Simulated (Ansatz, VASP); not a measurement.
# Two plane-wave programs on Ba

```xyz
1
Lattice="-2.2274 2.2274 3.1495 2.2274 -2.2274 3.1495 2.2274 2.2274 -3.1495" Properties=species:S:1:pos:R:3 pbc="T T T"
Ba    0.0000    0.0000    0.0000
```

Alike in both runs: task single point; functional PBE; k mesh 16 × 16 × 16; occupations gaussian, width 0.15 eV; no spin polarisation.

|  | VASP | Ansatz |
| --- | --- | --- |
| version | VASP 6.6.1 | Ansatz 0.2.0 |
| potentials or method | VASP PAW PBE potentials, release 64 (Ba_sv), cutoff 520 eV | scalar-relativistic, plane waves, PAW |
| valence electrons in the cell | 10 | 10 |

```tsv
	VASP	Ansatz	Ansatz less VASP
gap on the k mesh at the Fermi level (eV)	none	none	-
pressure (GPa)	0.3	0.2	-0.05
```

A gap of «none» marks a metal or a gap that the smearing closes.

Spin-orbit coupling is off throughout.
